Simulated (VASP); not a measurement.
# SiC (F-43m) in VASP: further runs

The runs below take SiC through relaxation of cell and atoms, with r2SCAN.

Program: VASP 6.6.1. These are calculated values, not measurements. Logs are shortened: lines on timing, memory, paths and dates and some standing lists are left out, and cuts for length are marked.

### 1 The cell of the first run

The structure is cubic, space group F-43m (No. 216). The conventional cell has a = 4.356 Å, b = 4.356 Å, c = 4.356 Å, α = 90.00°, β = 90.00°, γ = 90.00°. Within 2.5 Å of Si (site symmetry -43m) lie 4 C at 1.89 Å. Within 2.5 Å of C (site symmetry -43m) lie 4 Si at 1.89 Å.

### 2 Relaxation of cell and atoms, r2SCAN, target pressure 4 GPa, at which the enthalpy is minimised

Contents of POSCAR:

```
SiC
1.0
    0.0000000000      2.1781707228      2.1781707228
    2.1781707228      0.0000000000      2.1781707228
    2.1781707228      2.1781707228      0.0000000000
Si C
1 1
Direct
    0.0000000000      0.0000000000      0.0000000000
    0.7500000000      0.7500000000      0.7500000000
```

Contents of INCAR.step1:

```
  PREC = Accurate
  ENCUT = 600
  ISMEAR = 0
  SIGMA = 0.01
  LREAL = F
  LASPH = T
  NELM = 80
  GGA = PE
  ALGO = Normal
  EDIFF = 1E-4
  LWAVE = T
  LCHARG = F
```

Contents of INCAR.step2:

```
  PREC = Accurate
  ENCUT = 600
  EDIFF = 1E-6
  ISMEAR = 0
  SIGMA = 0.01
  LREAL = F
  LASPH = T
  NELM = 80
  ALGO = Normal
  ISIF = 3
  LWAVE = F
  LCHARG = F
  METAGGA = R2SCAN
  LMIXTAU = T
  IBRION = 2
  NSW = 100
  EDIFFG = -0.002
  PSTRESS = 40.0
  ISTART = 1
```

Contents of KPOINTS:

```
Automatic mesh
0
Gamma
  8 8 8
```

Potentials or basis: VASP PAW PBE potentials, release 64 (Si, C).

Command:

```console
cat potpaw_PBE.64/Si/POTCAR potpaw_PBE.64/C/POTCAR > POTCAR
cp INCAR.step1 INCAR
mpirun -np 1 vasp_std > vasp.out
cp INCAR.step2 INCAR
mpirun -np 1 vasp_std > vasp.out
```

OUTCAR:

```text
PREC = Accurate
   ENCUT = 600
   EDIFF = 1E-6
   ISMEAR = 0
   LREAL = F
   LASPH = T
   NELM = 80
   ISIF = 3
   METAGGA = R2SCAN
   IBRION = 2
   NSW = 100
   EDIFFG = -0.002
   PSTRESS = 40.0
   ISTART = 1

 ion  position               nearest neighbor table
   1  0.000  0.000  0.000-   2 1.89   2 1.89   2 1.89   2 1.89
   2  0.750  0.750  0.750-   1 1.89   1 1.89   1 1.89   1 1.89

  LATTYP: Found a face centered cubic cell.
 ALAT       =     4.3563414456

  Lattice vectors:

 A1 = (   0.0000000000,   2.1781707228,   2.1781707228)
 A2 = (   2.1781707228,   0.0000000000,   2.1781707228)
 A3 = (   2.1781707228,   2.1781707228,   0.0000000000)

Analysis of symmetry for initial positions (statically):
=====================================================================
 Subroutine PRICEL returns:
 Original cell was already a primitive cell.

 Routine SETGRP: Setting up the symmetry group for a
 face centered cubic supercell.

 Subroutine GETGRP returns: Found 24 space group operations
 (whereof 24 operations were pure point group operations)
 out of a pool of 48 trial point group operations.

The static configuration has the point symmetry T_d .

Analysis of symmetry for dynamics (positions and initial velocities):
=====================================================================
 Subroutine PRICEL returns:
 Original cell was already a primitive cell.

 Routine SETGRP: Setting up the symmetry group for a
 face centered cubic supercell.

 Subroutine GETGRP returns: Found 24 space group operations
 (whereof 24 operations were pure point group operations)
 out of a pool of 48 trial point group operations.

The dynamic configuration has the point symmetry T_d .

 Subroutine INISYM returns: Found 24 space group operations
 (whereof 24 operations are pure point group operations),
 and found     1 'primitive' translations

----------------------------------------------------------------------------------------

                                     Primitive cell

  volume of cell :      20.6683

  direct lattice vectors                    reciprocal lattice vectors
     0.000000000  2.178170723  2.178170723    -0.229550418  0.229550418  0.229550418
     2.178170723  0.000000000  2.178170723     0.229550418 -0.229550418  0.229550418
     2.178170723  2.178170723  0.000000000     0.229550418  0.229550418 -0.229550418

  length of vectors
     3.080398577  3.080398577  3.080398577     0.397592987  0.397592987  0.397592987

  position of ions in fractional coordinates (direct lattice)
     0.000000000  0.000000000  0.000000000
     0.750000000  0.750000000  0.750000000

  ion indices of the primitive-cell ions
   primitive index   ion index
                 1           1
                 2           2

----------------------------------------------------------------------------------------

 KPOINTS: Automatic mesh

Automatic generation of k-mesh.
 Grid dimensions read from file:
 generate k-points for:    8    8    8

 Generating k-lattice:

  Cartesian coordinates                     Fractional coordinates (reciprocal lattice)
    -0.028693802  0.028693802  0.028693802     0.125000000  0.000000000  0.000000000
     0.028693802 -0.028693802  0.028693802     0.000000000  0.125000000  0.000000000
     0.028693802  0.028693802 -0.028693802     0.000000000  0.000000000  0.125000000

  Length of vectors
     0.049699123  0.049699123  0.049699123

  Shift w.r.t. Gamma in fractional coordinates (k-lattice)
     0.000000000  0.000000000  0.000000000

 Subroutine IBZKPT returns following result:
 ===========================================

 Found     29 irreducible k-points:

 Following reciprocal coordinates:
            Coordinates               Weight
  0.000000  0.000000  0.000000      1.000000
  0.125000  0.000000  0.000000      8.000000
  0.250000  0.000000  0.000000      8.000000
  0.375000  0.000000  0.000000      8.000000
  0.500000  0.000000  0.000000      4.000000
  0.125000  0.125000  0.000000      6.000000
[... 16 lines left out ...]
  0.500000  0.250000  0.125000     48.000000
 -0.375000  0.250000  0.125000     24.000000
 [... further k-points ...]
   k-points           NKPTS =     29   k-points in BZ     NKDIM =     29   number of bands    NBANDS=      8
   number of dos      NEDOS =    301   number of ions     NIONS =      2
   total plane-waves  NPLWV =  21952
   dimension x,y,z NGX =    28 NGY =   28 NGZ =   28
   dimension x,y,z NGXF=    56 NGYF=   56 NGZF=   56
   ions per type =               1   1
   NGX,Y,Z   is equivalent  to a cutoff of  15.11, 15.11, 15.11 a.u.
   NGXF,Y,Z  is equivalent  to a cutoff of  30.22, 30.22, 30.22 a.u.
 SYSTEM =  unknown system
   PREC   = accura    normal or accurate (medium, high low for compatibility)
   ISTART =      1    job   : 0-new  1-cont  2-samecut
   ICHARG =      0    charge: 1-file 2-atom 10-const
   ISPIN  =      1    spin polarized calculation?
   LNONCOLLINEAR =      F non collinear calculations
   LSORBIT =      F    spin-orbit coupling
   LASPH  =      T    aspherical Exc in radial PAW
   ENCUT  =  600.0 eV  44.10 Ry    6.64 a.u.   6.15  6.15  6.15*2*pi/ulx,y,z
   NELM   =     80;   NELMIN=  2; NELMDL=  0     # of ELM steps
   EDIFF  = 0.1E-05   stopping-criterion for ELM
   LREAL  =      F    real-space projection
   EDIFFG = -.2E-02   stopping-criterion for IOM
   NSW    =    100    number of steps for IOM
   IBRION =      2    ionic relax: 0-MD 1-quasi-New 2-CG
   NFREE  =      1    steps in history (QN), initial steepest desc. (CG)
   ISIF   =      3    stress and relaxation
   ISYM   =      2    0-nonsym 1-usesym 2-fastsym
   POTIM  = 0.5000    time-step for ionic-motion
   TEBEG  =    0.0;   TEEND  =   0.0 temperature during run
   PSTRESS=   40.0 pullay stress
   NELECT =       8.0000    total number of electrons
   NUPDOWN=      -1.0000    fix difference up-down
   EMIN   =  10.00;   EMAX   =-10.00  energy-range for DOS
   EFERMI =   0.00;   METHOD = LEGACY
   ISMEAR =     0;   SIGMA  =   0.01  broadening in eV -4-tet -1-fermi 0-gaus
   EFERMI_NEDOS =   21; number of points for ismear=-14 and -15
   IALGO  =     38    algorithm
   IMIX   =      4    mixing-type and parameters
     AMIX     =   0.40;   BMIX     =  1.00
     AMIX_MAG =   1.60;   BMIX_MAG =  1.00
  volume/ion in A,a.u.               =      10.33        69.74
  Fermi-wavevector in a.u.,A,eV,Ry     =   1.193080  2.254594 19.367077  1.423440
  Thomas-Fermi vector in A             =   2.329103
   LORBIT       =      0    0 simple, 1 ext, 2 COOP (PROOUT), +10 PAW based schemes
   METAGGA = R2SCAN    functional components
   LHFCALC =     F    Hartree Fock is set to
   AEXX    =    0.0000 exact exchange contribution
   IVDW    =     0    specifies the selected vdW correction
   LEPSILON=     F    determine dielectric tensor
   LRPA    =     F    only Hartree local field effects (RPA)
 conjugate gradient relaxation of ions
 non-spin polarized calculation
 Gauss-broadening in eV      SIGMA  =   0.01
  energy-cutoff  :      600.00
  volume of cell :       20.67
 maximum number of plane-waves:       701
 NGX is ok and might be reduce to    28
   NGX = 13   NGY = 13   NGZ = 13

--------------------------------------- Ionic step        1  -------------------------------------------

 number of electron       8.0000000 magnetization

 Free energy of the ion-electron system (eV)
  ---------------------------------------------------
  ext. energy  EPLUGINS =         0.00000000
  ---------------------------------------------------
  free energy    TOTEN  =       -19.32808505 eV

  energy without entropy =      -19.32808505  energy(sigma->0) =      -19.32808505

------------------------ aborting loop because EDIFF is reached ----------------------------------------

  FORCE on cell =-STRESS in cart. coord.  units (eV):
  Direction    XX          YY          ZZ          XY          YZ          ZX
  --------------------------------------------------------------------------------------
  -------------------------------------------------------------------------------------
  Total       -0.0441185     -0.0441185     -0.0441185     -0.0000000      0.0000000     -0.0000000
  in kB       -3.4199940     -3.4199940     -3.4199940     -0.0000000      0.0000000     -0.0000000
  external PRESSURE =     -43.4199940 kB  Pullay stress =      40.0000000 kB

 VOLUME and BASIS-vectors are now :
 -----------------------------------------------------------------------------
  energy-cutoff  :      600.00
  volume of cell :       20.67
      direct lattice vectors                 reciprocal lattice vectors
     0.000000000  2.178170723  2.178170723    -0.229550418  0.229550418  0.229550418
     2.178170723  0.000000000  2.178170723     0.229550418 -0.229550418  0.229550418
     2.178170723  2.178170723  0.000000000     0.229550418  0.229550418 -0.229550418
[... 46 lines left out ...]
  FREE ENERGIE OF THE ION-ELECTRON SYSTEM (eV)
  ---------------------------------------------------
  free  energy   TOTEN  =       -19.3050579952 eV

  energy  without entropy=      -19.3050579952  energy(sigma->0) =      -19.30505800

  enthalpy is  TOTEN    =       -18.8096854299 eV   P V=        0.4953725654

--------------------------------------- Ionic step        3  -------------------------------------------

 number of electron       8.0000000 magnetization

 Free energy of the ion-electron system (eV)
  ---------------------------------------------------
  ext. energy  EPLUGINS =         0.00000000
  ---------------------------------------------------
  free energy    TOTEN  =       -19.32385266 eV

  energy without entropy =      -19.32385266  energy(sigma->0) =      -19.32385266

 E-fermi :   8.2461     XC(G=0): -12.0225

 val. band max:        8.2031844218   @ k =   0.0000   0.0000   0.0000
 cond. band min:       9.9156635224   @ k =   0.5000   0.5000   0.0000
 fundamental gap:      1.7124791007
 Fermi energy:         8.2460992058

 k-point     1 :       0.0000    0.0000    0.0000
  band No.  band energies     occupation
      1      -8.1336      2.00000
      2       8.2032      2.00000
      3       8.2032      2.00000
      4       8.2032      2.00000
      5      15.2858      0.00000
      6      16.2015      0.00000
      7      16.2015      0.00000
      8      16.2015      0.00000

 k-point     2 :       0.1250    0.0000    0.0000
  band No.  band energies     occupation
      1      -7.8131      2.00000
      2       6.6538      2.00000
      3       7.9924      2.00000
      4       7.9924      2.00000
      5      15.4609      0.00000
      6      16.5791      0.00000
      7      16.5791      0.00000
      8      16.8795      0.00000
[... 221 lines left out ...]
 k-point    23 :       0.5000    0.2500    0.1250
  band No.  band energies     occupation
      1      -4.7174      2.00000
      2       1.3729      2.00000
      3       4.4401      2.00000
      4       6.1871      2.00000
      5      14.0953      0.00000
      6      16.5512      0.00000
      7      18.2787      0.00000
      8      19.5903      0.00000

 k-point    24 :      -0.3750    0.2500    0.1250
  band No.  band energies     occupation
      1      -3.7646      2.00000
      2       0.0308      2.00000
      3       4.3235      2.00000
      4       5.8318      2.00000
      5      14.0304      0.00000
      6      16.2124      0.00000
      7      19.2773      0.00000
      8      20.2428      0.00000

 [... further k-points ...]
[... 5 lines left out ...]
  --------------------------------------------------------------------------------------
  -------------------------------------------------------------------------------------
  Total        0.5046482      0.5046482      0.5046482     -0.0000000     -0.0000000     -0.0000000
  in kB       39.8523177     39.8523177     39.8523177     -0.0000000     -0.0000000     -0.0000000
  external PRESSURE =      -0.1476823 kB  Pullay stress =      40.0000000 kB

 VOLUME and BASIS-vectors are now :
 -----------------------------------------------------------------------------
  energy-cutoff  :      600.00
  volume of cell :       20.29
      direct lattice vectors                 reciprocal lattice vectors
     0.000000000  2.164737517  2.164737517    -0.230974885  0.230974885  0.230974885
     2.164737517  0.000000000  2.164737517     0.230974885 -0.230974885  0.230974885
     2.164737517  2.164737517 -0.000000000     0.230974885  0.230974885 -0.230974885

 POSITION                                       TOTAL-FORCE (eV/Angst)
 -----------------------------------------------------------------------------------
      0.00000      0.00000      0.00000         0.000000      0.000000      0.000000
      3.24711      3.24711      3.24711        -0.000000     -0.000000     -0.000000
 -----------------------------------------------------------------------------------
    total drift:                               -0.000000     -0.000000     -0.000000

  FREE ENERGIE OF THE ION-ELECTRON SYSTEM (eV)
  ---------------------------------------------------
  free  energy   TOTEN  =       -19.3238526572 eV

  energy  without entropy=      -19.3238526572  energy(sigma->0) =      -19.32385266

  enthalpy is  TOTEN    =       -18.8173343620 eV   P V=        0.5065182952

 reached required accuracy - stopping structural energy minimisation
```

It took 36 s on 1 thread of Intel Xeon 6975P-C (Granite Rapids), shared host; peak memory 0.15 GiB.

Results:

- Free energy: -19.3239 eV
- Relaxed volume: 10.14 Å³/atom
- Relaxed cell: a = 3.061 Å, b = 3.061 Å, c = 3.061 Å, α = 60.00°, β = 60.00°, γ = 60.00°
- Space group after relaxing (to 0.05 Å): F-43m (No. 216)
- Energy change on relaxing (the enthalpy is what falls): +2.1 meV/atom
- Ionic steps: 3
- Pressure after relaxing: 4.0 GPa
- Band gap on the k mesh: 1.71 eV, indirect (least direct gap 5.08 eV)

Step by step:
```csv
step,energy change (eV),largest force (eV/Å),pressure (GPa),volume (Å³)
1,0.0000,0.0000,-0.34,20.67
2,0.0230,0.0000,9.62,19.84
3,0.0042,0.0000,3.99,20.29
```

Final structure:
```yaml
crystal:
  lattice:
    - [0.00000, 2.16474, 2.16474]
    - [2.16474, 0.00000, 2.16474]
    - [2.16474, 2.16474, 0.00000]
  atoms:
    - { symbol: Si, position: [0.00000, 0.00000, 0.00000] }
    - { symbol: C, position: [0.75000, 0.75000, 0.75000] }
```

Levels at points of the mesh, in eV from the valence-band top:
```
           k point  band 1  band 2  band 3  band 4  band 5  band 6  band 7  band 8
(0.00, 0.00, 0.00)  -16.34    0.00    0.00    0.00    7.08    8.00    8.00    8.00
(0.50, 0.00, 0.00)  -12.64   -8.93   -1.11   -1.11    6.18    7.84    7.84   11.07
(0.50, 0.50, 0.00)  -11.15   -8.11   -3.37   -3.37    1.71    4.90   15.38   15.38
```

Caveat: the cell is relaxed towards a set pressure, so the enthalpy falls and the energy may rise; the PAW data sets were made with another functional, which shifts forces and pressure a little.

### 3 Relaxation of cell and atoms, r2SCAN, target pressure 7 GPa, at which the enthalpy is minimised

POSCAR is that of step 2.

Contents of INCAR.step1:

```
SYSTEM = SiC
ALGO = Normal ; EDIFF = 1E-4
ENCUT = 600 ; GGA = PE
ISMEAR = 0 ; LASPH = .TRUE.
LCHARG = .FALSE. ; LREAL = .FALSE.
LWAVE = .TRUE. ; NELM = 60
PREC = Accurate ; SIGMA = 0.01
```

Contents of INCAR.step2:

```
SYSTEM = SiC
ALGO = Normal ; EDIFF = 1E-7
EDIFFG = -0.002 ; ENCUT = 600
IBRION = 2 ; ISIF = 3
ISMEAR = 0 ; ISTART = 1
LASPH = .TRUE. ; LCHARG = .FALSE.
LMIXTAU = .TRUE. ; LREAL = .FALSE.
LWAVE = .FALSE. ; METAGGA = R2SCAN
NELM = 60 ; NSW = 100
PREC = Accurate ; PSTRESS = 70.0
SIGMA = 0.01
```

Contents of KPOINTS:

```
k-points
0
G
  8 8 8
  0 0 0
```

Potentials or basis: VASP PAW PBE potentials, release 64 (Si, C).

Command:

```console
cat potpaw_PBE.64/Si/POTCAR potpaw_PBE.64/C/POTCAR > POTCAR
cp INCAR.step1 INCAR
mpirun -np 1 vasp_std > vasp.out
cp INCAR.step2 INCAR
mpirun -np 1 vasp_std > vasp.out
```

It took 62 s on 1 thread of Intel Xeon 6975P-C (Granite Rapids), shared host; peak memory 0.16 GiB.

It converged, with:

```
Free energy                                            : -19.3155 eV
Relaxed volume                                         : 10.02 Å³/atom
Relaxed cell                                           : a = 3.049 Å, b = 3.049 Å, c = 3.049 Å, α = 60.00°, β = 60.00°, γ = 60.00°
Space group after relaxing (to 0.05 Å)                 : F-43m (No. 216)
Energy change on relaxing (the enthalpy is what falls) : +6.3 meV/atom
Ionic steps                                            : 6
Pressure after relaxing                                : 7.0 GPa
Band gap on the k mesh                                 : 1.70 eV, indirect (least direct gap 5.10 eV)
```

Step by step:
```csv
step,energy change (eV),largest force (eV/Å),pressure (GPa),volume (Å³)
1,0.0000,0.0000,-0.35,20.67
2,0.0701,0.0000,17.56,19.28
3,0.0124,0.0000,6.94,20.05
4,0.0129,0.0000,7.09,20.04
5,0.0123,0.0000,6.93,20.05
6,0.0126,0.0000,7.00,20.04
```

Final structure:
```
CELL_PARAMETERS angstrom
0.00000 2.15600 2.15600
2.15600 0.00000 2.15600
2.15600 2.15600 0.00000
ATOMIC_POSITIONS crystal
Si 0.00000 0.00000 0.00000
C 0.75000 0.75000 0.75000
```

Levels at points of the mesh, in eV from the valence-band top:
| k point | band 1 | band 2 | band 3 | band 4 | band 5 | band 6 | band 7 | band 8 |
| --- | --- | --- | --- | --- | --- | --- | --- | --- |
| (0.00, 0.00, 0.00) | -16.43 | 0.00 | 0.00 | 0.00 | 7.24 | 8.09 | 8.09 | 8.09 |
| (0.50, 0.00, 0.00) | -12.69 | -8.99 | -1.11 | -1.11 | 6.30 | 7.89 | 7.89 | 11.15 |
| (0.50, 0.50, 0.00) | -11.19 | -8.15 | -3.40 | -3.40 | 1.70 | 4.95 | 15.53 | 15.53 |

Caveat: the cell is relaxed towards a set pressure, so the enthalpy falls and the energy may rise; the PAW data sets were made with another functional, which shifts forces and pressure a little.

(Part 1 of 2 ends here.)
